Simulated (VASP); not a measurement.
Set up this calculation in VASP 6.6.1, as the native input.

- Task: single point
- Functional: PBEsol
- Potentials or basis: VASP PAW PBE potentials, release 64 (Se, Ga_d, Cu)
- Cutoff: 520 eV
- k mesh: 6 × 6 × 6
- Occupations: gaussian, width 0.01 eV
- Spin: no spin polarisation
- Dipole correction: no
- Further INCAR settings: ALGO = Normal; EDIFF = 1e-06; NBANDS = 46

The structure of GaCuSe2 lies in POSCAR:

```
GaCuSe2
1.0
   -2.8095500000      2.8095500000      5.5130000000
    2.8095500000     -2.8095500000      5.5130000000
    2.8095500000      2.8095500000     -5.5130000000
Se Ga Cu
4 2 2
Direct
    0.1256200000      0.6250000000      0.0006200000
    0.8750000000      0.8743800000      0.4993800000
    0.6243800000      0.1250000000      0.9993800000
    0.3750000000      0.3756200000      0.5006200000
    0.2500000000      0.7500000000      0.5000000000
    0.5000000000      0.5000000000      0.0000000000
    0.7500000000      0.2500000000      0.5000000000
    0.0000000000      0.0000000000      0.0000000000
```

The input as run:

INCAR

```
SYSTEM = GaCuSe2
ALGO = Normal
EDIFF = 1E-6
ENCUT = 520
GGA = PS
ISIF = 2
ISMEAR = 0
LASPH = .True.
LCHARG = .False.
LREAL = .False.
LWAVE = .False.
NBANDS = 46
NELM = 80
PREC = Accurate
SIGMA = 0.01
```

KPOINTS

```
k-points
0
Gamma
  6 6 6
  0 0 0
```

Potentials or basis: VASP PAW PBE potentials, release 64 (Se, Ga_d, Cu).

Launch:

```console
$ cat potpaw_PBE.64/Se/POTCAR potpaw_PBE.64/Ga_d/POTCAR potpaw_PBE.64/Cu/POTCAR > POTCAR
$ mpirun -np 1 vasp_std > vasp.out
```

Results of the run:

```yaml
Pressure: -0.5 GPa
Largest_force: 0.410 eV/Å
Band_gap_on_the_k_mesh: 0.18 eV
```

Caveat: the PAW data sets were made with another functional, which shifts forces and pressure a little.

It took 6.4 min on 1 thread of Oxide Virtual Turin-like Processor, with other jobs on the host, peak memory 0.47 GiB.
